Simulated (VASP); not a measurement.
# LiCl (Fm-3m) in VASP: notebook

Aim: see how the results for LiCl move with the level of theory and the settings. Levels: LDA, PBE0. Tasks: single point.

Everything below comes from runs of VASP 6.6.1. Logs are shortened: lines on timing, memory, paths and dates and some standing lists are left out, and cuts for length are marked.

### Step 1. The cell of the first run

The structure is cubic, space group Fm-3m (No. 225). The conventional cell has a = 5.130 Å, b = 5.130 Å, c = 5.130 Å, α = 90.00°, β = 90.00°, γ = 90.00°. Within 3.4 Å of Cl (site symmetry m-3m) lie 6 Li at 2.56 Å. Li (site symmetry m-3m) has 6 Cl at 2.56 Å within 3.4 Å.

### Step 2. Single point, LDA

The input, INCAR:

```
PREC = Accurate ; ENCUT = 520
EDIFF = 1E-7 ; ISMEAR = -1
SIGMA = 0.025 ; LREAL = F
LASPH = T ; NELM = 100
ALGO = Normal ; ISIF = 2
LWAVE = F ; LCHARG = F
NBANDS = 12
```

The input, KPOINTS:

```
regular mesh
0
Gamma
  9 9 9
```

The input, POSCAR:

```
LiCl
1.0
    0.0000000000      2.5647700000      2.5647700000
    2.5647700000      0.0000000000      2.5647700000
    2.5647700000      2.5647700000      0.0000000000
Cl Li
1 1
Direct
    0.5000000000      0.5000000000      0.5000000000
    0.0000000000      0.0000000000      0.0000000000
```

Potentials or basis: VASP PAW LDA potentials, release 64 (Cl, Li_sv).

Command:

```sh
> cat potpaw_LDA.64/Cl/POTCAR potpaw_LDA.64/Li_sv/POTCAR > POTCAR
> mpirun -np 1 vasp_std > vasp.out
```

OUTCAR:

```text
PREC = Accurate
   ENCUT = 520
   EDIFF = 1E-7
   ISMEAR = -1
   LREAL = F
   LASPH = T
   NELM = 100
   ISIF = 2

 ion  position               nearest neighbor table
   1  0.500  0.500  0.500-   2 2.56   2 2.56   2 2.56   2 2.56   2 2.56   2 2.56
   2  0.000  0.000  0.000-   1 2.56   1 2.56   1 2.56   1 2.56   1 2.56   1 2.56

  LATTYP: Found a face centered cubic cell.
 ALAT       =     5.1295400000

  Lattice vectors:

 A1 = (   0.0000000000,   2.5647700000,   2.5647700000)
 A2 = (   2.5647700000,   0.0000000000,   2.5647700000)
 A3 = (   2.5647700000,   2.5647700000,   0.0000000000)

Analysis of symmetry for initial positions (statically):
=====================================================================
 Subroutine PRICEL returns:
 Original cell was already a primitive cell.

 Routine SETGRP: Setting up the symmetry group for a
 face centered cubic supercell.

 Subroutine GETGRP returns: Found 48 space group operations
 (whereof 48 operations were pure point group operations)
 out of a pool of 48 trial point group operations.

The static configuration has the point symmetry O_h .

Analysis of symmetry for dynamics (positions and initial velocities):
=====================================================================
 Subroutine PRICEL returns:
 Original cell was already a primitive cell.

 Routine SETGRP: Setting up the symmetry group for a
 face centered cubic supercell.

 Subroutine GETGRP returns: Found 48 space group operations
 (whereof 48 operations were pure point group operations)
 out of a pool of 48 trial point group operations.

The dynamic configuration has the point symmetry O_h .

 Subroutine INISYM returns: Found 48 space group operations
 (whereof 48 operations are pure point group operations),
 and found     1 'primitive' translations

----------------------------------------------------------------------------------------

                                     Primitive cell

  volume of cell :      33.7423

  direct lattice vectors                    reciprocal lattice vectors
     0.000000000  2.564770000  2.564770000    -0.194949255  0.194949255  0.194949255
     2.564770000  0.000000000  2.564770000     0.194949255 -0.194949255  0.194949255
     2.564770000  2.564770000  0.000000000     0.194949255  0.194949255 -0.194949255

  length of vectors
     3.627132518  3.627132518  3.627132518     0.337662014  0.337662014  0.337662014

  position of ions in fractional coordinates (direct lattice)
     0.500000000  0.500000000  0.500000000
     0.000000000  0.000000000  0.000000000

  ion indices of the primitive-cell ions
   primitive index   ion index
                 1           1
                 2           2

----------------------------------------------------------------------------------------

 KPOINTS: regular mesh

Automatic generation of k-mesh.
 Grid dimensions read from file:
 generate k-points for:    9    9    9

 Generating k-lattice:

  Cartesian coordinates                     Fractional coordinates (reciprocal lattice)
    -0.021661028  0.021661028  0.021661028     0.111111111  0.000000000  0.000000000
     0.021661028 -0.021661028  0.021661028     0.000000000  0.111111111  0.000000000
     0.021661028  0.021661028 -0.021661028     0.000000000  0.000000000  0.111111111

  Length of vectors
     0.037518002  0.037518002  0.037518002

  Shift w.r.t. Gamma in fractional coordinates (k-lattice)
     0.000000000  0.000000000  0.000000000

 Subroutine IBZKPT returns following result:
 ===========================================

 Found     35 irreducible k-points:

 Following reciprocal coordinates:
            Coordinates               Weight
  0.000000  0.000000  0.000000      1.000000
  0.111111  0.000000  0.000000      8.000000
  0.222222  0.000000  0.000000      8.000000
  0.333333  0.000000  0.000000      8.000000
  0.444444  0.000000  0.000000      8.000000
  0.111111  0.111111  0.000000      6.000000
[... 16 lines left out ...]
 -0.333333  0.333333  0.000000     12.000000
  0.444444  0.444444  0.000000      6.000000
 [... further k-points ...]
   k-points           NKPTS =     35   k-points in BZ     NKDIM =     35   number of bands    NBANDS=     12
   number of dos      NEDOS =    301   number of ions     NIONS =      2
   total plane-waves  NPLWV =  21952
   dimension x,y,z NGX =    28 NGY =   28 NGZ =   28
   dimension x,y,z NGXF=    56 NGYF=   56 NGZF=   56
   ions per type =               1   1
   NGX,Y,Z   is equivalent  to a cutoff of  12.83, 12.83, 12.83 a.u.
   NGXF,Y,Z  is equivalent  to a cutoff of  25.67, 25.67, 25.67 a.u.
 SYSTEM =  unknown system
   PREC   = accura    normal or accurate (medium, high low for compatibility)
   ISTART =      0    job   : 0-new  1-cont  2-samecut
   ICHARG =      2    charge: 1-file 2-atom 10-const
   ISPIN  =      1    spin polarized calculation?
   LNONCOLLINEAR =      F non collinear calculations
   LSORBIT =      F    spin-orbit coupling
   LASPH  =      T    aspherical Exc in radial PAW
   ENCUT  =  520.0 eV  38.22 Ry    6.18 a.u.   6.74  6.74  6.74*2*pi/ulx,y,z
   NELM   =    100;   NELMIN=  2; NELMDL= -5     # of ELM steps
   EDIFF  = 0.1E-06   stopping-criterion for ELM
   LREAL  =      F    real-space projection
   EDIFFG = 0.1E-05   stopping-criterion for IOM
   NSW    =      0    number of steps for IOM
   IBRION =     -1    ionic relax: 0-MD 1-quasi-New 2-CG
   NFREE  =      0    steps in history (QN), initial steepest desc. (CG)
   ISIF   =      2    stress and relaxation
   ISYM   =      2    0-nonsym 1-usesym 2-fastsym
   POTIM  = 0.5000    time-step for ionic-motion
   TEBEG  =    0.0;   TEEND  =   0.0 temperature during run
   PSTRESS=    0.0 pullay stress
   NELECT =      10.0000    total number of electrons
   NUPDOWN=      -1.0000    fix difference up-down
   EMIN   =  10.00;   EMAX   =-10.00  energy-range for DOS
   EFERMI =   0.00;   METHOD = LEGACY
   ISMEAR =    -1;   SIGMA  =   0.03  broadening in eV -4-tet -1-fermi 0-gaus
   EFERMI_NEDOS =   21; number of points for ismear=-14 and -15
   IALGO  =     38    algorithm
   IMIX   =      4    mixing-type and parameters
     AMIX     =   0.40;   BMIX     =  1.00
     AMIX_MAG =   1.60;   BMIX_MAG =  1.00
  volume/ion in A,a.u.               =      16.87       113.85
  Fermi-wavevector in a.u.,A,eV,Ry     =   1.091482  2.062601 16.209056  1.191332
  Thomas-Fermi vector in A             =   2.227728
   LORBIT       =      0    0 simple, 1 ext, 2 COOP (PROOUT), +10 PAW based schemes
   GGA     = CA    functional components
   LHFCALC =     F    Hartree Fock is set to
   AEXX    =    0.0000 exact exchange contribution
   IVDW    =     0    specifies the selected vdW correction
   LEPSILON=     F    determine dielectric tensor
   LRPA    =     F    only Hartree local field effects (RPA)
 non-spin polarized calculation
  energy-cutoff  :      520.00
  volume of cell :       33.74
 maximum number of plane-waves:       922
   NGX = 13   NGY = 13   NGZ = 13

 number of electron      10.0000004 magnetization

 Free energy of the ion-electron system (eV)
  ---------------------------------------------------
  ext. energy  EPLUGINS =         0.00000000
  ---------------------------------------------------
  free energy    TOTEN  =        -8.06203533 eV

  energy without entropy =       -8.06203533  energy(sigma->0) =       -8.06203533

 E-fermi :   1.0023     XC(G=0):  -9.1648

 val. band max:        0.4530006280   @ k =   0.0000   0.0000   0.0000
 cond. band min:       6.4578977971   @ k =   0.0000   0.0000   0.0000
 fundamental gap:      6.0048971690
 Fermi energy:         1.0023370676

 k-point     1 :       0.0000    0.0000    0.0000
  band No.  band energies     occupation
      1     -42.0175      2.00000
      2     -12.8729      2.00000
      3       0.4530      2.00000
      4       0.4530      2.00000
      5       0.4530      2.00000
      6       6.4579      0.00000
      7      12.1887      0.00000
      8      12.1887      0.00000
      9      12.1887      0.00000
     10      14.5623      0.00000
     11      14.5623      0.00000
     12      14.5623      0.00000

 k-point     2 :       0.1111    0.0000    0.0000
  band No.  band energies     occupation
      1     -42.0172      2.00000
      2     -12.8111      2.00000
      3       0.0088      2.00000
      4       0.4194      2.00000
      5       0.4194      2.00000
      6       6.8438      0.00000
      7      11.4642      0.00000
      8      12.1272      0.00000
      9      12.1272      0.00000
     10      13.3537      0.00000
     11      13.3537      0.00000
     12      14.9836      0.00000

 k-point     3 :       0.2222    0.0000    0.0000
  band No.  band energies     occupation
      1     -42.0162      2.00000
      2     -12.6472      2.00000
      3      -0.9350      2.00000
      4       0.3385      2.00000
      5       0.3385      2.00000
      6       7.3261      0.00000
      7      11.0539      0.00000
      8      11.1333      0.00000
      9      11.1333      0.00000
     10      13.9097      0.00000
     11      13.9097      0.00000
     12      15.4957      0.00000
[... 286 lines left out ...]
 k-point    23 :      -0.3333    0.3333    0.0000
  band No.  band energies     occupation
      1     -42.0135      2.00000
      2     -12.1027      2.00000
      3      -1.8110      2.00000
      4      -1.6440      2.00000
      5      -0.2149      2.00000
      6       8.2900      0.00000
      7      10.8064      0.00000
      8      11.1167      0.00000
      9      11.1742      0.00000
     10      14.6660      0.00000
     11      16.4254      0.00000
     12      18.5628      0.00000

 k-point    24 :       0.4444    0.4444    0.0000
  band No.  band energies     occupation
      1     -42.0135      2.00000
      2     -12.0597      2.00000
      3      -2.4569      2.00000
      4      -0.6566      2.00000
      5      -0.6566      2.00000
      6       8.1449      0.00000
      7       8.5199      0.00000
      8      12.2718      0.00000
      9      14.0390      0.00000
     10      14.0390      0.00000
     11      17.3478      0.00000
     12      19.2132      0.00000

 [... further k-points ...]

------------------------ aborting loop because EDIFF is reached ----------------------------------------

  FORCE on cell =-STRESS in cart. coord.  units (eV):
  Direction    XX          YY          ZZ          XY          YZ          ZX
  --------------------------------------------------------------------------------------
  -------------------------------------------------------------------------------------
  Total       -0.6965315     -0.6965315     -0.6965315      0.0000000      0.0000000      0.0000000
  in kB      -33.0731888    -33.0731888    -33.0731888      0.0000000      0.0000000      0.0000000
  external PRESSURE =     -33.0731888 kB  Pullay stress =       0.0000000 kB

 VOLUME and BASIS-vectors are now :
 -----------------------------------------------------------------------------
  energy-cutoff  :      520.00
  volume of cell :       33.74
      direct lattice vectors                 reciprocal lattice vectors
     0.000000000  2.564770000  2.564770000    -0.194949255  0.194949255  0.194949255
     2.564770000  0.000000000  2.564770000     0.194949255 -0.194949255  0.194949255
     2.564770000  2.564770000  0.000000000     0.194949255  0.194949255 -0.194949255

 POSITION                                       TOTAL-FORCE (eV/Angst)
 -----------------------------------------------------------------------------------
      2.56477      2.56477      2.56477        -0.000000      0.000000      0.000000
      0.00000      0.00000      0.00000         0.000000     -0.000000     -0.000000
 -----------------------------------------------------------------------------------
    total drift:                                0.000000      0.000000      0.000000

  FREE ENERGIE OF THE ION-ELECTRON SYSTEM (eV)
  ---------------------------------------------------
  free  energy   TOTEN  =        -8.0620353267 eV

  energy  without entropy=       -8.0620353267  energy(sigma->0) =       -8.06203533
```

Wall time 20 s (1 thread of AMD EPYC 7R13, shared host); peak memory 0.11 GiB.

What came out:

```
Free energy            : -8.0620 eV
Band gap on the k mesh : 6.00 eV
```

Levels at points of the mesh, in eV from the valence-band top:
```tsv
k point	band 2	band 3	band 4	band 5	band 6	band 7	band 8	band 9
(0.00, 0.00, 0.00)	-13.33	0.00	0.00	0.00	6.00	11.74	11.74	11.74
```

Caveat: the cutoff is under 1.25 times the usual one of these potentials, so pressure, stress and relaxed cells hold a basis-set (Pulay) error; an odd mesh through Γ misses points on the zone boundary, where band edges can lie.

### Step 3. Single point, LDA

The input, INCAR:

```
  PREC = Accurate
  ENCUT = 520
  EDIFF = 1E-6
  ISMEAR = -1
  SIGMA = 0.01
  LREAL = F
  LASPH = T
  NELM = 60
  ALGO = Normal
  ISIF = 2
  LWAVE = F
  LCHARG = F
  GGA = CA
  NBANDS = 12
```

KPOINTS is that of step 2.

POSCAR is that of step 2.

Potentials or basis: VASP PAW LDA potentials, release 64 (Cl, Li_sv).

Command:

```sh
> cat potpaw_LDA.64/Cl/POTCAR potpaw_LDA.64/Li_sv/POTCAR > POTCAR
> mpirun -np 1 vasp_std > vasp.out
```

It took 20 s on 1 thread of AMD EPYC 7R13, shared host; peak memory 0.11 GiB.

The run converged. Its results:

```
Free energy            : -8.0620 eV
Band gap on the k mesh : 6.00 eV
```

Levels at points of the mesh, in eV from the valence-band top:
```tsv
k point	band 2	band 3	band 4	band 5	band 6	band 7	band 8	band 9
(0.00, 0.00, 0.00)	-13.33	0.00	0.00	0.00	6.00	11.74	11.74	11.74
```

Caveat: the cutoff is under 1.25 times the usual one of these potentials, so pressure, stress and relaxed cells hold a basis-set (Pulay) error; an odd mesh through Γ misses points on the zone boundary, where band edges can lie.

### Step 4. Single point, PBE0

This run uses another cell than the first one, of 16.69 Å³/atom.

The input, POSCAR:

```
LiCl
1.0
    0.0000000000      2.5555041468      2.5555041468
    2.5555041468      0.0000000000      2.5555041468
    2.5555041468      2.5555041468      0.0000000000
Cl Li
1 1
Direct
    0.5000000000      0.5000000000      0.5000000000
    0.0000000000      0.0000000000      0.0000000000
```

The input, INCAR.step1:

```
ALGO     = Normal         # electronic algorithm
EDIFF    = 1E-5           # SCF threshold, eV
ENCUT    = 520            # plane-wave cutoff, eV
GGA      = PE             # functional
ISIF     = 2              # what is computed and relaxed
ISMEAR   = -1             # smearing method
LASPH    = T              # aspherical terms in the spheres
LCHARG   = F              # write CHGCAR
LREAL    = F              # projectors in reciprocal space
LWAVE    = T              # write WAVECAR
NBANDS   = 12             # bands
NELM     = 100            # most SCF steps
PREC     = Accurate       # precision mode
SIGMA    = 0.05           # smearing width, eV
```

The input, INCAR.step2:

```
AEXX     = 0.25           # exact-exchange fraction
ALGO     = Normal         # electronic algorithm
EDIFF    = 1E-7           # SCF threshold, eV
ENCUT    = 520            # plane-wave cutoff, eV
GGA      = PE             # functional
ISIF     = 2              # what is computed and relaxed
ISMEAR   = -1             # smearing method
ISTART   = 1            
LASPH    = T              # aspherical terms in the spheres
LCHARG   = F              # write CHGCAR
LHFCALC  = T              # exact exchange
LREAL    = F              # projectors in reciprocal space
LWAVE    = F              # write WAVECAR
NBANDS   = 12             # bands
NELM     = 100            # most SCF steps
PREC     = Accurate       # precision mode
PRECFOCK = Normal       
SIGMA    = 0.05           # smearing width, eV
```

The input, KPOINTS:

```
k-points
0
Gamma
  5 5 5
```

Potentials or basis: VASP PAW PBE potentials, release 64 (Cl, Li_sv).

Command:

```sh
> cat potpaw_PBE.64/Cl/POTCAR potpaw_PBE.64/Li_sv/POTCAR > POTCAR
> cp INCAR.step1 INCAR
> mpirun -np 1 vasp_std > vasp.out
> cp INCAR.step2 INCAR
> mpirun -np 1 vasp_std > vasp.out
```

It took 7.9 min on 1 thread of Intel Xeon 8259CL, shared host; peak memory 0.16 GiB.

It converged, with:

```
Free energy            : -8.9908 eV
Band gap on the k mesh : 8.53 eV
```

Levels at points of the mesh, in eV from the valence-band top:
| k point | band 3 | band 4 | band 5 | band 6 | band 7 | band 8 |
| --- | --- | --- | --- | --- | --- | --- |
| (0.00, 0.00, 0.00) | 0.00 | 0.00 | 0.00 | 8.53 | 14.25 | 14.25 |

Caveat: the k points lie up to 0.43 Å⁻¹ apart; the cutoff is under 1.25 times the usual one of these potentials, so pressure, stress and relaxed cells hold a basis-set (Pulay) error; the PAW data sets were made with another functional, which shifts forces and pressure a little; an odd mesh through Γ misses points on the zone boundary, where band edges can lie.

### Step 5. Overview

| level | potentials or basis | cell | k mesh | smearing | grid for exact exchange (PRECFOCK) | share of exact exchange | gap on the mesh (eV) |
| --- | --- | --- | --- | --- | --- | --- | --- |
| LDA | VASP PAW LDA potentials, release 64 (Cl, Li_sv) | a = 3.627 Å, angles 60.0°, 2 atoms | 9 × 9 × 9 | fermi-dirac 0.025 eV | - | - | 6.00 |
| LDA | VASP PAW LDA potentials, release 64 (Cl, Li_sv) | a = 3.627 Å, angles 60.0°, 2 atoms | 9 × 9 × 9 | fermi-dirac 0.01 eV | - | - | 6.00 |
| PBE0 | VASP PAW PBE potentials, release 64 (Cl, Li_sv) | a = 3.614 Å, angles 60.0°, 2 atoms | 5 × 5 × 5 | fermi-dirac 0.05 eV | Normal | 0.25 | 8.53 |

Alike in all rows: task single point; no spin polarisation; cutoff (eV) 520.

Caveats: some runs use coarse meshes; the cutoff is under 1.25 times the usual one of these potentials, so pressure, stress and relaxed cells hold a basis-set (Pulay) error; an odd mesh through Γ misses points on the zone boundary, where band edges can lie; the PAW data sets were made with another functional, which shifts forces and pressure a little (at least some runs).

Absolute energies hang on the potentials; compare differences alone.
